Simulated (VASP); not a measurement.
# Al16HC: single point with PBE

Al16HC, a slab with vacuum:

```
CELL_PARAMETERS angstrom
5.72757 0.00000 0.00000
0.00000 5.72757 0.00000
0.00000 0.00000 20.07500
ATOMIC_POSITIONS crystal
Al 0.25000 0.25000 0.04981
Al 0.75000 0.25000 0.04981
Al 0.25000 0.75000 0.04981
Al 0.75000 0.75000 0.04981
Al 0.99904 0.99794 0.15549
Al 0.50025 0.99970 0.15670
Al 0.99619 0.50362 0.15461
Al 0.50262 0.50124 0.15593
Al 0.24876 0.25355 0.24655
Al 0.75096 0.25417 0.25280
Al 0.24054 0.74850 0.25320
Al 0.75299 0.74833 0.25218
Al 0.00250 0.97294 0.36144
Al 0.44118 0.06465 0.34955
Al 0.10823 0.40632 0.35568
Al 0.50713 0.47469 0.36536
C 0.70618 0.81221 0.34466
H 0.71746 0.77050 0.39804
```

| Quantity | Value |
| --- | --- |
| Program | VASP 6.6.1 |
| Task | single point |
| Functional | PBE |
| Potentials or basis | VASP PAW PBE potentials, release 64 (Al, C, H) |
| Cutoff | 520 eV |
| k mesh | 2 × 2 × 1 |
| Occupations | fermi-dirac, width 0.1 eV |
| Spin | no spin polarisation |

- Largest force: 3.281 eV/Å

Forces on the atoms (eV/Å):
```
Al   0.128 -0.088  0.145
Al  -0.104 -0.124  0.180
Al   0.066  0.004  0.167
Al  -0.008  0.016  0.082
Al   0.030  0.078  0.134
Al  -0.101  0.046  0.236
Al   0.035 -0.038  0.120
Al  -0.057  0.017  0.140
Al   0.171 -0.265 -1.342
Al   0.099  0.231 -0.394
Al   0.083  0.004 -0.425
Al   0.050 -0.390 -1.006
Al   0.523 -0.124 -0.331
Al   0.845 -1.976  0.086
Al  -2.568  0.810  0.961
Al   2.575  1.993 -0.408
C   -1.788  0.189  1.328
H    0.023 -0.383  0.328
```

Levels at points of the mesh, in eV from the Fermi level:
```
           k point  band 22  band 23  band 24  band 25  band 26  band 27  band 28  band 29  band 30  band 31
(0.00, 0.00, 0.00)    -1.94    -1.75    -1.01    -0.75    -0.37    -0.20    -0.10     0.00     0.06     0.36
(0.50, 0.00, 0.00)    -1.53    -1.44    -0.89    -0.50    -0.41     0.34     0.58     0.61     0.87     1.15
(0.00, 0.50, 0.00)    -1.49    -1.44    -0.87    -0.52    -0.38     0.39     0.55     0.59     0.90     1.14
(0.50, 0.50, 0.00)    -0.49    -0.32    -0.17    -0.11    -0.05     0.07     0.60     0.71     1.06     1.13
```

Wall time 12 min on 1 thread of AMD EPYC 7R13 Processor (Zen 3), on a shared host, peak memory 0.65 GiB.

Caveat: the k points lie up to 0.55 Å⁻¹ apart.
